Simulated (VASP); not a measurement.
## In2O3: single point with r2SCAN

The system is In2O3.

```xyz
10
Lattice="2.7538 1.5899 4.8543 -2.7538 1.5899 4.8543 0.0000 -3.1798 4.8543" Properties=species:S:1:pos:R:3 pbc="T T T"
In    0.0000    0.0000   12.4811
In    0.0000    0.0000    5.1996
In    0.0000    0.0000    2.0819
In    0.0000    0.0000    9.3634
O     1.1202   -1.5899    6.0679
O    -1.9370   -0.1751    6.0679
O    -1.1202    1.5899    8.4951
O    -0.8168   -1.7651    8.4951
O     1.9370    0.1751    8.4951
O     0.8168    1.7651    6.0679
```

```yaml
Program: VASP 6.6.1
Task: single point
Functional: r2SCAN
Potentials_or_basis: VASP PAW PBE potentials, release 64 (In_d, O)
Cutoff: 520 eV
k_mesh: 6 × 6 × 6
Occupations: gaussian, width 0.01 eV
Spin: no spin polarisation
Dipole_correction: no
Further_INCAR_settings: ALGO = Normal; EDIFF = 1e-07; NBANDS = 55
```

* Pressure: 1.1 GPa
* Largest force: 0.024 eV/Å
* Band gap on the k mesh: 1.81 eV, indirect (least direct gap 1.85 eV)

Forces in eV/Å, atoms in the order of the input:
```
In   0.000  0.000  0.024
In   0.000  0.000  0.024
In   0.000  0.000 -0.024
In   0.000  0.000 -0.024
O   -0.005  0.000  0.000
O    0.003  0.004  0.000
O    0.005  0.000  0.000
O   -0.003  0.004  0.000
O   -0.003 -0.004  0.000
O    0.003 -0.004  0.000
```

Stress tensor (GPa, compression positive):
```
1.10 0.00 0.00
0.00 1.10 0.00
0.00 0.00 0.96
```

Levels at points of the mesh, in eV from the valence-band top:
```
           k point  band 42  band 43  band 44  band 45  band 46  band 47
(0.00, 0.00, 0.00)    -0.26    -0.03    -0.03     1.81     6.19     6.96
(0.50, 0.00, 0.00)    -0.71    -0.06    -0.06     5.53     5.53     6.55
(0.50, 0.50, 0.00)    -0.32    -0.07    -0.03     5.79     6.10     7.13
(0.50, 0.50, 0.50)    -0.19    -0.19    -0.19     4.95     4.95     7.89
```

Run time: 14 min on 1 thread of Intel(R) Xeon(R) 6975P-C (Granite Rapids) (shared host), peak memory 0.46 GiB.

Caveat: the PAW data sets were made with another functional, which shifts forces and pressure a little; spin-orbit coupling is left out, which moves the levels of the heavy elements. r2SCAN opens gaps a little over a GGA but as a rule still falls short of measured ones.
